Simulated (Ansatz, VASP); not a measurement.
## BP in VASP and in Ansatz

```
P B
1.0
     0.00000    2.22268    2.22268
     2.22268    0.00000    2.22268
     2.22268    2.22268    0.00000
P B
1 1
Direct
  0.75000 0.75000 0.75000
  0.00000 0.00000 0.00000
```

Alike in both runs: task single point; functional HF; k mesh 5 × 5 × 5; occupations fermi-dirac, width 0.05 eV; no spin polarisation.

|  | VASP | Ansatz |
| --- | --- | --- |
| version | VASP 6.6.1 | Ansatz 0.2.0 |
| potentials or method | VASP PAW PBE potentials, release 64 (P, B) | Ansatz PAW |
| plane-wave cutoff (eV) | 520 | 420 |
| valence electrons in the cell | 8 | 8 |

VASP gave:

| Quantity | Value |
| --- | --- |
| gap on the k mesh at the Fermi level (eV) | 8.03 |
| least direct gap on the mesh (eV) | 11.10 |
| pressure (GPa) | 16.9 |

Q: Which values does Ansatz return?

A: gap on the k mesh at the Fermi level (eV): 7.88; least direct gap on the mesh (eV): 10.93; pressure (GPa): 19.3.

VASP's potentials were made for PBE, not for HF. With one functional, cell and mesh, what is left measures potentials, basis and numerics.

The k mesh is coarse, so the values compare programs but aren't converged. Noted on Ansatz's run: odd divisions of the mesh miss points on the zone boundary, where band edges often lie, so the gap on the mesh can be too wide.
